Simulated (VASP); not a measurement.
## WS: relaxation of cell and atoms with PBE+U

WS:

```xyz
2
Lattice="2.9345 0.0000 0.0000 0.0000 2.9345 0.0000 0.0000 0.0000 2.9345" Properties=species:S:1:pos:R:3 pbc="T T T"
W     0.0000    0.0000    0.0000
S     1.4672    1.4672    1.4672
```

```
Program                : VASP 6.6.1
Task                   : relaxation of cell and atoms
Functional             : PBE
Potentials or basis    : VASP PAW PBE potentials, release 64 (W_sv, S)
Cutoff                 : 600 eV
k mesh                 : 6 × 6 × 6
Occupations            : gaussian, width 0.1 eV
Spin                   : collinear spin, ferrimagnetic start
Starting moments       : [0.69, -0.13] μB
Hubbard terms          : W d U = 6.2 eV
Dipole correction      : no
Further INCAR settings : ALGO = Normal; EDIFF = 1e-06; IBRION = 2; EDIFFG = -0.05; NSW = 100; ISIF = 3
```

- Relaxed volume: 15.32 Å³/atom
- Relaxed cell: a = 3.129 Å, b = 3.129 Å, c = 3.129 Å, α = 90.00°, β = 90.00°, γ = 90.00°
- Space group after relaxing (to 0.05 Å): Pm-3m (No. 221)
- Energy gained by relaxing: 172.2 meV/atom
- Ionic steps: 5
- Pressure after relaxing: -0.1 GPa
- Net moment: 1.83 μB per cell
- Site moments: W +1.66; S -0.17 μB
- Valence electrons inside the program's atomic spheres: W 11.75; S 3.63

The path:
| step | energy change (eV) | largest force (eV/Å) | pressure (GPa) | volume (Å³) |
| --- | --- | --- | --- | --- |
| 1 | 0.0000 | 0.0000 | 33.02 | 25.27 |
| 2 | 0.0051 | 0.0000 | -17.54 | 36.04 |
| 3 | -0.3356 | 0.0000 | 4.16 | 29.95 |
| 4 | -0.3431 | 0.0000 | -1.46 | 30.90 |
| 5 | -0.3443 | 0.0000 | -0.05 | 30.65 |

Final structure:
```
CELL_PARAMETERS angstrom
3.12938 0.00000 0.00000
0.00000 3.12938 0.00000
0.00000 0.00000 3.12938
ATOMIC_POSITIONS crystal
W 0.00000 0.00000 0.00000
S 0.50000 0.50000 0.50000
```

Levels at points of the mesh, in eV from the Fermi level:
Spin up:
| k point | band 9 | band 10 | band 11 | band 12 | band 13 | band 14 |
| --- | --- | --- | --- | --- | --- | --- |
| (0.00, 0.00, 0.00) | -2.99 | -2.99 | -0.58 | -0.58 | -0.58 | 0.42 |
| (0.50, 0.00, 0.00) | -3.24 | -0.14 | 1.89 | 2.86 | 2.86 | 4.42 |
| (0.50, 0.50, 0.00) | -2.37 | -2.37 | -1.71 | -1.06 | 2.56 | 3.65 |
| (0.50, 0.50, 0.50) | 1.67 | 1.67 | 1.67 | 2.71 | 2.71 | 3.57 |
Spin down:
```tsv
k point	band 7	band 8	band 9	band 10	band 11	band 12
(0.00, 0.00, 0.00)	-3.23	-3.00	-3.00	-3.00	1.06	3.45
(0.50, 0.00, 0.00)	-3.64	-3.64	-1.99	3.13	4.16	4.79
(0.50, 0.50, 0.00)	-6.78	-3.58	-1.82	1.10	1.10	1.84
(0.50, 0.50, 0.50)	-7.41	-7.41	2.20	2.20	2.20	4.24
```

Eigenvalues of the final occupation matrices:
```tsv
site	spin	trace	eigenvalues
site 1 d	1	2.45	0.39 0.39 0.56 0.56 0.56
site 1 d	2	0.85	0.09 0.09 0.09 0.30 0.30
```

It took 33 s on 1 thread of Intel(R) Xeon(R) 6975P-C (Granite Rapids) (shared host), peak memory 0.16 GiB.

Caveat: the volume moved by over 15 % at a fixed basis, so the end points are rough; spin-orbit coupling is left out, which moves the levels of the heavy elements. The state reached can hang on the start; a lower one may exist.
